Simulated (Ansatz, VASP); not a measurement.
## Two plane-wave programs on ZrS2

```
Zr S
1.0
     3.67436    0.00000    0.00000
    -1.83718    3.18209    0.00000
     0.00000    0.00000    5.85714
Zr S
1 2
Direct
  0.00000 0.00000 0.00000
  0.66667 0.33333 0.75376
  0.33333 0.66667 0.24624
```

Alike in both runs: task single point; functional HSE06; k mesh 6 × 6 × 2; no spin polarisation.

```csv
,VASP,Ansatz
version,VASP 6.6.1,Ansatz 0.2.0
potentials or method,"VASP PAW PBE potentials, release 64 (Zr_sv, S)","plane waves, PAW"
plane-wave cutoff (eV),400,420
occupations,"gaussian, width 0.01 eV",fixed
valence electrons in the cell,24,24
```

```csv
,VASP,Ansatz,Ansatz less VASP
gap on the k mesh at the Fermi level (eV),1.68,1.68,+0.001
pressure (GPa),0.0,0.1,+0.13
"traceless stress, the component that is largest in VASP (GPa)",0.45,0.43,-0.019
rms of the force components (eV/Å),0.089,0.092,+0.0021
```

Atom by atom the forces differ by 0.002 eV/Å (rms over components). Ansatz's warnings: stress exchange threshold loose, stress scf threshold loose.

The k mesh is coarse, so the values compare programs but aren't converged.
